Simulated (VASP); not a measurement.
# Sr (Fm-3m) in VASP: single point with PBEsol

Aim: the single point of Sr with PBEsol.

Program: VASP 6.6.1. These are calculated values, not measurements. Logs are shortened: lines on timing, memory, paths and dates and some standing lists are left out, and cuts for length are marked.

## (1) The cell of the first run

It takes space group Fm-3m (No. 225, cubic). Conventional cell: a = 5.913 Å, b = 5.913 Å, c = 5.913 Å, α = 90.00°, β = 90.00°, γ = 90.00°. Sr (site symmetry m-3m) has 12 Sr at 4.18 Å within 5.5 Å.

## (2) Single point, PBEsol

File INCAR:

```
SYSTEM = Sr
ALGO = Normal
EDIFF = 1E-7
ENCUT = 520
GGA = PS
ISIF = 2
ISMEAR = 0
LASPH = .TRUE.
LCHARG = .TRUE.
LELF = .TRUE.
LREAL = .FALSE.
LVHAR = .TRUE.
LWAVE = .FALSE.
NBANDS = 11
NELM = 60
PREC = Accurate
SIGMA = 0.05
```

File KPOINTS:

```
k-points
0
G
  12 12 12
  0 0 0
```

File POSCAR:

```
Sr
1.0
    0.0000000000      2.9563886290      2.9563886290
    2.9563886290      0.0000000000      2.9563886290
    2.9563886290      2.9563886290      0.0000000000
Sr
1
Direct
    0.0000000000      0.0000000000      0.0000000000
```

Potentials or basis: VASP PAW PBE potentials, release 64 (Sr_sv).

Launch:

```bash
> cat potpaw_PBE.64/Sr_sv/POTCAR > POTCAR
> mpirun -np 1 vasp_std > vasp.out
```

OUTCAR:

```text
SYSTEM = Sr
   EDIFF = 1E-7
   ENCUT = 520
   GGA = PS
   ISIF = 2
   ISMEAR = 0
   LASPH = .TRUE.
   LREAL = .FALSE.
   NELM = 60
   PREC = Accurate

 ion  position               nearest neighbor table
   1  0.000  0.000  0.000-

  LATTYP: Found a face centered cubic cell.
 ALAT       =     5.9127772580

  Lattice vectors:

 A1 = (   0.0000000000,   2.9563886290,   2.9563886290)
 A2 = (   2.9563886290,   0.0000000000,   2.9563886290)
 A3 = (   2.9563886290,   2.9563886290,   0.0000000000)

Analysis of symmetry for initial positions (statically):
=====================================================================
 Subroutine PRICEL returns:
 Original cell was already a primitive cell.

 Routine SETGRP: Setting up the symmetry group for a
 face centered cubic supercell.

 Subroutine GETGRP returns: Found 48 space group operations
 (whereof 48 operations were pure point group operations)
 out of a pool of 48 trial point group operations.

The static configuration has the point symmetry O_h .

Analysis of symmetry for dynamics (positions and initial velocities):
=====================================================================
 Subroutine PRICEL returns:
 Original cell was already a primitive cell.

 Routine SETGRP: Setting up the symmetry group for a
 face centered cubic supercell.

 Subroutine GETGRP returns: Found 48 space group operations
 (whereof 48 operations were pure point group operations)
 out of a pool of 48 trial point group operations.

The dynamic configuration has the point symmetry O_h .

 Subroutine INISYM returns: Found 48 space group operations
 (whereof 48 operations are pure point group operations),
 and found     1 'primitive' translations

----------------------------------------------------------------------------------------

                                     Primitive cell

  volume of cell :      51.6791

  direct lattice vectors                    reciprocal lattice vectors
     0.000000000  2.956388629  2.956388629    -0.169125262  0.169125262  0.169125262
     2.956388629  0.000000000  2.956388629     0.169125262 -0.169125262  0.169125262
     2.956388629  2.956388629  0.000000000     0.169125262  0.169125262 -0.169125262

  length of vectors
     4.180964895  4.180964895  4.180964895     0.292933546  0.292933546  0.292933546

  position of ions in fractional coordinates (direct lattice)
     0.000000000  0.000000000  0.000000000

  ion indices of the primitive-cell ions
   primitive index   ion index
                 1           1

----------------------------------------------------------------------------------------

 KPOINTS: k-points

Automatic generation of k-mesh.
 Grid dimensions read from file:
 generate k-points for:   12   12   12

 Generating k-lattice:

  Cartesian coordinates                     Fractional coordinates (reciprocal lattice)
    -0.014093772  0.014093772  0.014093772     0.083333333  0.000000000  0.000000000
     0.014093772 -0.014093772  0.014093772     0.000000000  0.083333333  0.000000000
     0.014093772  0.014093772 -0.014093772     0.000000000  0.000000000  0.083333333

  Length of vectors
     0.024411129  0.024411129  0.024411129

  Shift w.r.t. Gamma in fractional coordinates (k-lattice)
     0.000000000  0.000000000  0.000000000

 Subroutine IBZKPT returns following result:
 ===========================================

 Found     72 irreducible k-points:

 Following reciprocal coordinates:
            Coordinates               Weight
  0.000000  0.000000  0.000000      1.000000
  0.083333  0.000000  0.000000      8.000000
  0.166667  0.000000  0.000000      8.000000
  0.250000  0.000000  0.000000      8.000000
  0.333333  0.000000  0.000000      8.000000
  0.416667  0.000000  0.000000      8.000000
[... 16 lines left out ...]
  0.500000  0.166667  0.000000     24.000000
 -0.416667  0.166667  0.000000     24.000000
 [... further k-points ...]
   k-points           NKPTS =     72   k-points in BZ     NKDIM =     72   number of bands    NBANDS=     11
   number of dos      NEDOS =    301   number of ions     NIONS =      1
   total plane-waves  NPLWV =  32768
   dimension x,y,z NGX =    32 NGY =   32 NGZ =   32
   dimension x,y,z NGXF=    64 NGYF=   64 NGZF=   64
   ions per type =               1
   NGX,Y,Z   is equivalent  to a cutoff of  12.72, 12.72, 12.72 a.u.
   NGXF,Y,Z  is equivalent  to a cutoff of  25.45, 25.45, 25.45 a.u.
 SYSTEM =  Sr
   PREC   = accura    normal or accurate (medium, high low for compatibility)
   ISTART =      0    job   : 0-new  1-cont  2-samecut
   ICHARG =      2    charge: 1-file 2-atom 10-const
   ISPIN  =      1    spin polarized calculation?
   LNONCOLLINEAR =      F non collinear calculations
   LSORBIT =      F    spin-orbit coupling
   LASPH  =      T    aspherical Exc in radial PAW
   ENCUT  =  520.0 eV  38.22 Ry    6.18 a.u.   7.77  7.77  7.77*2*pi/ulx,y,z
   NELM   =     60;   NELMIN=  2; NELMDL= -5     # of ELM steps
   EDIFF  = 0.1E-06   stopping-criterion for ELM
   LREAL  =      F    real-space projection
   EDIFFG = 0.1E-05   stopping-criterion for IOM
   NSW    =      0    number of steps for IOM
   IBRION =     -1    ionic relax: 0-MD 1-quasi-New 2-CG
   NFREE  =      0    steps in history (QN), initial steepest desc. (CG)
   ISIF   =      2    stress and relaxation
   ISYM   =      2    0-nonsym 1-usesym 2-fastsym
   POTIM  = 0.5000    time-step for ionic-motion
   TEBEG  =    0.0;   TEEND  =   0.0 temperature during run
   PSTRESS=    0.0 pullay stress
   NELECT =      10.0000    total number of electrons
   NUPDOWN=      -1.0000    fix difference up-down
   EMIN   =  10.00;   EMAX   =-10.00  energy-range for DOS
   EFERMI =   0.00;   METHOD = LEGACY
   ISMEAR =     0;   SIGMA  =   0.05  broadening in eV -4-tet -1-fermi 0-gaus
   EFERMI_NEDOS =   21; number of points for ismear=-14 and -15
   IALGO  =     38    algorithm
   IMIX   =      4    mixing-type and parameters
     AMIX     =   0.40;   BMIX     =  1.00
     AMIX_MAG =   1.60;   BMIX_MAG =  1.00
  volume/ion in A,a.u.               =      51.68       348.75
  Fermi-wavevector in a.u.,A,eV,Ry     =   0.946898  1.789378 12.199205  0.896616
  Thomas-Fermi vector in A             =   2.074940
   LORBIT       =      0    0 simple, 1 ext, 2 COOP (PROOUT), +10 PAW based schemes
   GGA     = PS    functional components
   LHFCALC =     F    Hartree Fock is set to
   AEXX    =    0.0000 exact exchange contribution
   IVDW    =     0    specifies the selected vdW correction
   LEPSILON=     F    determine dielectric tensor
   LRPA    =     F    only Hartree local field effects (RPA)
 non-spin polarized calculation
 Gauss-broadening in eV      SIGMA  =   0.05
  energy-cutoff  :      520.00
  volume of cell :       51.68
 maximum number of plane-waves:      1411
   NGX = 15   NGY = 15   NGZ = 15

 number of electron      10.0000000 magnetization

 Free energy of the ion-electron system (eV)
  ---------------------------------------------------
  ext. energy  EPLUGINS =         0.00000000
  ---------------------------------------------------
  free energy    TOTEN  =        -1.84041525 eV

  energy without entropy =       -1.83913865  energy(sigma->0) =       -1.83977695

 E-fermi :   1.7211     XC(G=0):  -7.6263

 val. band max:        1.7072932569   @ k =  -0.3333   0.3333   0.1667
 cond. band min:       1.7406191233   @ k =  -0.3333   0.3333   0.1667
 fundamental gap:      0.0333258664
 Fermi energy:         1.7210507275

 k-point     1 :       0.0000    0.0000    0.0000
  band No.  band energies     occupation
      1     -34.7049      2.00000
      2     -16.5940      2.00000
      3     -16.5940      2.00000
      4     -16.5940      2.00000
      5      -2.0443      2.00000
      6       4.1082      0.00000
      7       4.1082      0.00000
      8       4.1082      0.00000
      9       5.6857      0.00000
     10       5.6857      0.00000
     11       9.0161      0.00000

 k-point     2 :       0.0833    0.0000    0.0000
  band No.  band energies     occupation
      1     -34.7036      2.00000
      2     -16.6112      2.00000
      3     -16.5963      2.00000
      4     -16.5963      2.00000
      5      -1.9251      2.00000
      6       3.9235      0.00000
      7       4.1651      0.00000
      8       4.1651      0.00000
      9       5.6080      0.00000
     10       5.6080      0.00000
     11       9.3260      0.00000

 k-point     3 :       0.1667    0.0000    0.0000
  band No.  band energies     occupation
      1     -34.7002      2.00000
      2     -16.6577      2.00000
      3     -16.6024      2.00000
      4     -16.6024      2.00000
      5      -1.5801      2.00000
      6       3.4903      0.00000
      7       4.2760      0.00000
      8       4.2760      0.00000
      9       5.4971      0.00000
     10       5.4971      0.00000
     11       9.5220      0.00000

 k-point     4 :       0.2500    0.0000    0.0000
  band No.  band energies     occupation
      1     -34.6954      2.00000
      2     -16.7202      2.00000
      3     -16.6108      2.00000
      4     -16.6108      2.00000
      5      -1.0487      2.00000
      6       2.9888      0.00000
      7       4.2710      0.00000
      8       4.2710      0.00000
      9       5.6266      0.00000
     10       5.6266      0.00000
     11       8.7837      0.00000
[... 239 lines left out ...]
 k-point    22 :       0.4167    0.1667    0.0000
  band No.  band energies     occupation
      1     -34.6868      2.00000
      2     -16.7905      2.00000
      3     -16.6511      2.00000
      4     -16.6415      2.00000
      5       0.1714      2.00000
      6       2.3035      0.00000
      7       3.4658      0.00000
      8       4.4499      0.00000
      9       5.9130      0.00000
     10       6.7458      0.00000
     11       8.0965      0.00000

 k-point    23 :       0.5000    0.1667    0.0000
  band No.  band energies     occupation
      1     -34.6844      2.00000
      2     -16.8166      2.00000
      3     -16.6643      2.00000
      4     -16.6417      2.00000
      5       0.7790      2.00000
      6       1.9214      0.00000
      7       3.3682      0.00000
      8       4.3331      0.00000
      9       6.4694      0.00000
     10       6.8604      0.00000
     11       7.4678      0.00000

 k-point    24 :      -0.4167    0.1667    0.0000
  band No.  band energies     occupation
      1     -34.6841      2.00000
      2     -16.8188      2.00000
      3     -16.6724      2.00000
      4     -16.6366      2.00000
      5       0.9201      2.00000
      6       1.8532      0.00019
      7       3.3262      0.00000
      8       4.2897      0.00000
      9       6.4826      0.00000
     10       6.7974      0.00000
     11       7.5375      0.00000

 [... further k-points ...]
[... 5 lines left out ...]
  --------------------------------------------------------------------------------------
  -------------------------------------------------------------------------------------
  Total        0.0080311      0.0080311      0.0080311      0.0000000      0.0000000     -0.0000000
  in kB        0.2489852      0.2489852      0.2489852      0.0000000      0.0000000     -0.0000000
  external PRESSURE =       0.2489852 kB  Pullay stress =       0.0000000 kB

 VOLUME and BASIS-vectors are now :
 -----------------------------------------------------------------------------
  energy-cutoff  :      520.00
  volume of cell :       51.68
      direct lattice vectors                 reciprocal lattice vectors
     0.000000000  2.956388629  2.956388629    -0.169125262  0.169125262  0.169125262
     2.956388629  0.000000000  2.956388629     0.169125262 -0.169125262  0.169125262
     2.956388629  2.956388629  0.000000000     0.169125262  0.169125262 -0.169125262

 POSITION                                       TOTAL-FORCE (eV/Angst)
 -----------------------------------------------------------------------------------
      0.00000      0.00000      0.00000         0.000000     -0.000000      0.000000
 -----------------------------------------------------------------------------------
    total drift:                                0.000000      0.000000      0.000000

  FREE ENERGIE OF THE ION-ELECTRON SYSTEM (eV)
  ---------------------------------------------------
  free  energy   TOTEN  =        -1.8404152481 eV

  energy  without entropy=       -1.8391386527  energy(sigma->0) =       -1.83977695
```

Run time: 36 s. Hardware: 1 thread of Intel Xeon Platinum 8259CL at 2.50GHz (Skylake/Cascade Lake), shared host; peak memory 0.19 GiB.

What came out:

```yaml
Free_energy: -1.8404 eV
Pressure: 0.0 GPa
Band_gap_on_the_k_mesh: zero (filled and empty bands touch)
```

Caveat: the PAW data sets were made with another functional, which shifts forces and pressure a little.
